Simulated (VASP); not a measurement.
# Sb5S2 (C2/m) in VASP: single point with PBE

Aim: the single point of Sb5S2 with PBE.

Everything below comes from runs of VASP 6.6.1. Logs are shortened: lines on timing, memory, paths and dates and some standing lists are left out, and cuts for length are marked.

## Step 1: The cell of the first run

Symmetry: C2/m, No. 12, monoclinic system. Conventional cell: a = 11.936 Å, b = 7.623 Å, c = 5.057 Å, α = 90.00°, β = 112.04°, γ = 90.00°. Within 3.8 Å of Sb (site symmetry 2/m) lie 4 S at 2.81 to 3.78 Å and 4 Sb at 3.07 Å. Within 3.6 Å of Sb (site symmetry 1) lie 2 S at 2.58 to 3.57 Å and 4 Sb at 2.92 to 3.49 Å. S (site symmetry m) has 3 Sb at 2.58 to 2.81 Å within 3.4 Å.

The cell was built from a structure type or drawn by symmetry, and may not be a known phase.

## Step 2: Single point, PBE

Input file INCAR:

```
PREC = Accurate
ENCUT = 520
EDIFF = 1E-6
ISMEAR = 0
SIGMA = 0.1
LREAL = F
LASPH = T
NELM = 80
ALGO = Normal
ISIF = 2
LWAVE = F
LCHARG = F
GGA = PE
NBANDS = 28
```

Input file KPOINTS:

```
Automatic mesh
0
Gamma
  6 6 8
```

Input file POSCAR:

```
Sb5S2
1.0
    5.9681174721     -3.8116520388     -0.0229898537
    5.9681174721      3.8116520388     -0.0229898537
   -1.8796507736      0.0000000000      4.6948824164
Sb S
5 2
Direct
    0.0000000000      0.0000000000      0.0000000000
    0.8605551750      0.4031961768      0.7717915048
    0.5968038232      0.1394448250      0.2282084952
    0.1394448250      0.5968038232      0.2282084952
    0.4031961768      0.8605551750      0.7717915048
    0.1868370797      0.1868370797      0.5404692319
    0.8131629203      0.8131629203      0.4595307681
```

Potentials or basis: VASP PAW PBE potentials, release 64 (Sb, S).

Started as:

```
> cat potpaw_PBE.64/Sb/POTCAR potpaw_PBE.64/S/POTCAR > POTCAR
> mpirun -np 1 vasp_std > vasp.out
```

OUTCAR:

```text
PREC = Accurate
   ENCUT = 520
   EDIFF = 1E-6
   ISMEAR = 0
   LREAL = F
   LASPH = T
   NELM = 80
   ISIF = 2
   GGA = PE

 ion  position               nearest neighbor table
   1  0.000  0.000  0.000-   6 2.81   7 2.81   3 3.07   4 3.07   5 3.07   2 3.07
   2  0.861  0.403  0.772-   6 2.58   4 2.92   1 3.07   3 3.31   5 3.49
   3  0.597  0.139  0.228-   7 2.58   5 2.92   1 3.07   2 3.31   4 3.49
   4  0.139  0.597  0.228-   7 2.58   2 2.92   1 3.07   5 3.31   3 3.49
   5  0.403  0.861  0.772-   6 2.58   3 2.92   1 3.07   4 3.31   2 3.49
   6  0.187  0.187  0.540-   2 2.58   5 2.58   1 2.81
   7  0.813  0.813  0.460-   3 2.58   4 2.58   1 2.81

  LATTYP: Found a base centered monoclinic cell.
 ALAT       =    11.9363235034
 B/A-ratio  =     0.6386643321
 C/A-ratio  =     0.4236793604
 COS(beta)  =    -0.3752534397

  Lattice vectors:

 A1 = (   5.9681174721,  -3.8116520388,  -0.0229898537)
 A2 = (   5.9681174721,   3.8116520388,  -0.0229898537)
 A3 = (  -1.8796507736,   0.0000000000,   4.6948824164)

Analysis of symmetry for initial positions (statically):
=====================================================================
 Subroutine PRICEL returns:
 Original cell was already a primitive cell.

 Routine SETGRP: Setting up the symmetry group for a
 base centered monoclinic supercell.

 Subroutine GETGRP returns: Found  4 space group operations
 (whereof  4 operations were pure point group operations)
 out of a pool of  4 trial point group operations.

The static configuration has the point symmetry C_2h.

Analysis of symmetry for dynamics (positions and initial velocities):
=====================================================================
 Subroutine PRICEL returns:
 Original cell was already a primitive cell.

 Routine SETGRP: Setting up the symmetry group for a
 base centered monoclinic supercell.

 Subroutine GETGRP returns: Found  4 space group operations
 (whereof  4 operations were pure point group operations)
 out of a pool of  4 trial point group operations.

The dynamic configuration has the point symmetry C_2h.

 Subroutine INISYM returns: Found  4 space group operations
 (whereof  4 operations are pure point group operations),
 and found     1 'primitive' translations

----------------------------------------------------------------------------------------

                                     Primitive cell

  volume of cell :     213.2726

[... 102 lines left out ...]
   IBRION =     -1    ionic relax: 0-MD 1-quasi-New 2-CG
   NFREE  =      0    steps in history (QN), initial steepest desc. (CG)
   ISIF   =      2    stress and relaxation
   ISYM   =      2    0-nonsym 1-usesym 2-fastsym
   POTIM  = 0.5000    time-step for ionic-motion
   TEBEG  =    0.0;   TEEND  =   0.0 temperature during run
   PSTRESS=    0.0 pullay stress
   NELECT =      37.0000    total number of electrons
   NUPDOWN=      -1.0000    fix difference up-down
   EMIN   =  10.00;   EMAX   =-10.00  energy-range for DOS
   EFERMI =   0.00;   METHOD = LEGACY
   ISMEAR =     0;   SIGMA  =   0.10  broadening in eV -4-tet -1-fermi 0-gaus
   EFERMI_NEDOS =   21; number of points for ismear=-14 and -15
   IALGO  =     38    algorithm
   IMIX   =      4    mixing-type and parameters
     AMIX     =   0.40;   BMIX     =  1.00
     AMIX_MAG =   1.60;   BMIX_MAG =  1.00
  volume/ion in A,a.u.               =      30.47       205.60
  Fermi-wavevector in a.u.,A,eV,Ry     =   0.913055  1.725424 11.342768  0.833670
  Thomas-Fermi vector in A             =   2.037523
   LORBIT       =      0    0 simple, 1 ext, 2 COOP (PROOUT), +10 PAW based schemes
   GGA     = PE    functional components
   LHFCALC =     F    Hartree Fock is set to
   AEXX    =    0.0000 exact exchange contribution
   IVDW    =     0    specifies the selected vdW correction
   LEPSILON=     F    determine dielectric tensor
   LRPA    =     F    only Hartree local field effects (RPA)
 non-spin polarized calculation
 Gauss-broadening in eV      SIGMA  =   0.10
  energy-cutoff  :      520.00
  volume of cell :      213.27
 maximum number of plane-waves:      5768
 NGX is ok and might be reduce to    54
   NGX = 27   NGY = 27   NGZ = 19

 number of electron      37.0000000 magnetization

 Free energy of the ion-electron system (eV)
  ---------------------------------------------------
  ext. energy  EPLUGINS =         0.00000000
  ---------------------------------------------------
  free energy    TOTEN  =       -28.44532045 eV

  energy without entropy =      -28.43432879  energy(sigma->0) =      -28.43982462

 E-fermi :   5.6472     XC(G=0):  -8.9694

 val. band max:        5.6354304981   @ k =   0.3333   0.3333   0.2500
 cond. band min:       5.6523728533   @ k =  -0.0000  -0.0000   0.1250
 fundamental gap:      0.0169423553
 Fermi energy:         5.6472495748

 k-point     1 :       0.0000    0.0000    0.0000
  band No.  band energies     occupation
      1      -8.5667      2.00000
      2      -7.7512      2.00000
      3      -4.3135      2.00000
      4      -4.2305      2.00000
      5      -3.4963      2.00000
      6      -3.2384      2.00000
[... 733 lines left out ...]
     27       9.7529      0.00000
     28       9.8952      0.00000

 [... further k-points ...]

------------------------ aborting loop because EDIFF is reached ----------------------------------------

  FORCE on cell =-STRESS in cart. coord.  units (eV):
  Direction    XX          YY          ZZ          XY          YZ          ZX
  --------------------------------------------------------------------------------------
  -------------------------------------------------------------------------------------
  Total       -0.0279515     -0.0718931     -0.1007300      0.0000000      0.0000000     -0.0067346
  in kB       -0.2099811     -0.5400861     -0.7567188      0.0000000      0.0000000     -0.0505926
  external PRESSURE =      -0.5022620 kB  Pullay stress =       0.0000000 kB

 VOLUME and BASIS-vectors are now :
 -----------------------------------------------------------------------------
  energy-cutoff  :      520.00
  volume of cell :      213.27
      direct lattice vectors                 reciprocal lattice vectors
     5.968117472 -3.811652039 -0.022989854     0.083907918 -0.131176717  0.033593511
     5.968117472  3.811652039 -0.022989854     0.083907918  0.131176717  0.033593511
    -1.879650774  0.000000000  4.694882416     0.000821759  0.000000000  0.213326880

 POSITION                                       TOTAL-FORCE (eV/Angst)
 -----------------------------------------------------------------------------------
      0.00000      0.00000      0.00000         0.000000     -0.000000      0.000000
      6.09152     -1.74329      3.59442        -0.008261      0.009924     -0.012585
      3.96507     -1.74329      1.05449         0.008261      0.009924      0.012585
      3.96507      1.74329      1.05449         0.008261     -0.009924      0.012585
      6.09152      1.74329      3.59442        -0.008261     -0.009924     -0.012585
      1.21424      0.00000      2.52885        -0.005382     -0.000000      0.002451
      8.84235      0.00000      2.12005         0.005382     -0.000000     -0.002451
 -----------------------------------------------------------------------------------
    total drift:                                0.000000     -0.000000     -0.000000

  FREE ENERGIE OF THE ION-ELECTRON SYSTEM (eV)
  ---------------------------------------------------
  free  energy   TOTEN  =       -28.4453204474 eV

  energy  without entropy=      -28.4343287888  energy(sigma->0) =      -28.43982462
```

OSZICAR:

```text
N       E                     dE             d eps       ncg     rms          rms(c)
DAV:   1     0.194871563595E+03    0.19487E+03   -0.12558E+04  4984   0.103E+03
DAV:   2    -0.813939936204E+01   -0.20301E+03   -0.19605E+03  6212   0.179E+02
DAV:   3    -0.284032186499E+02   -0.20264E+02   -0.19876E+02  6316   0.611E+01
DAV:   4    -0.288854555295E+02   -0.48224E+00   -0.47982E+00  6040   0.105E+01
DAV:   5    -0.288941952433E+02   -0.87397E-02   -0.87366E-02  6244   0.158E+00    0.104E+01
DAV:   6    -0.284412563857E+02    0.45294E+00   -0.79238E-01  6364   0.464E+00    0.672E+00
DAV:   7    -0.284503458981E+02   -0.90895E-02   -0.38535E-01  5552   0.251E+00    0.228E+00
DAV:   8    -0.284449292222E+02    0.54167E-02   -0.23959E-02  6472   0.874E-01    0.481E-01
DAV:   9    -0.284449992358E+02   -0.70014E-04   -0.80981E-03  5756   0.509E-01    0.121E-01
DAV:  10    -0.284451974959E+02   -0.19826E-03   -0.87233E-04  5904   0.137E-01    0.804E-02
DAV:  11    -0.284452949787E+02   -0.97483E-04   -0.20680E-04  6312   0.699E-02    0.244E-02
DAV:  12    -0.284453143287E+02   -0.19350E-04   -0.56236E-05  5592   0.392E-02    0.171E-02
DAV:  13    -0.284453192705E+02   -0.49418E-05   -0.98486E-06  6064   0.141E-02    0.347E-03
DAV:  14    -0.284453206588E+02   -0.13883E-05   -0.21461E-06  4584   0.667E-03    0.192E-03
DAV:  15    -0.284453204474E+02    0.21141E-06   -0.18763E-07  3112   0.288E-03
   1 F= -.28445320E+02 E0= -.28439825E+02  d E =-.109917E-01
```

stdout:

```text
POSCAR found type information on POSCAR SbS
 POSCAR found :  2 types and       7 ions
 scaLAPACK will be used
 LDA part: xc-table for (Slater+PW92), standard interpolation
 POSCAR, INCAR and KPOINTS ok, starting setup
 FFT: planning ... GRIDC
 FFT: planning ... GRID_SOFT
 FFT: planning ... GRID
 WAVECAR not read
 entering main loop
```

Run time: 8.4 min. Hardware: 1 thread of Intel Xeon 6975P-C (Granite Rapids), shared host; peak memory 0.58 GiB.

Results:

| Property | Result |
| --- | --- |
| Free energy | -28.4453 eV |
| Pressure | -0.1 GPa |
| Largest force | 0.018 eV/Å |
| Band gap on the k mesh | zero (an odd number of electrons rules out a gap without spin polarisation) |

Forces in eV/Å, atoms in the order of the input:
```
Sb   0.000  0.000  0.000
Sb  -0.008  0.010 -0.013
Sb   0.008  0.010  0.013
Sb   0.008 -0.010  0.013
Sb  -0.008 -0.010 -0.013
S   -0.005  0.000  0.002
S    0.005  0.000 -0.002
```

Caveat: spin-orbit coupling is left out, which moves the levels of the heavy elements.
